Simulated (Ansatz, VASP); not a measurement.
**One calculation of Hf, two programs**

```xyz
1
Lattice="2.8683 0.0000 0.0000 0.0000 2.8683 0.0000 0.0000 0.0000 2.8683" Properties=species:S:1:pos:R:3 pbc="T T T"
Hf    0.0000    0.0000    0.0000
```

Alike in both runs: task single point; functional RPBE; k mesh 12 × 12 × 12; occupations fermi-dirac, width 0.1 eV; no spin polarisation.

|  | VASP | Ansatz |
| --- | --- | --- |
| version | VASP 6.6.1 | Ansatz 0.2.0 |
| potentials or method | VASP PAW PBE potentials, release 64 (Hf_pv), cutoff 520 eV | plane waves (420 eV) with PAW, scalar-relativistic |
| valence electrons in the cell | 10 | 26 |

VASP gave:

| Item | Value |
| --- | --- |
| pressure (GPa) | 6.4 |

**Question.** What did Ansatz give for the same quantities?

**Answer.** Pressure (GPa): 6.8.

VASP's potentials were made for PBE, not for RPBE. VASP's potentials hold 10 valence electrons a cell and Ansatz's 26, so a difference there can come from the potentials and not from the codes.

Spin-orbit coupling is off throughout.
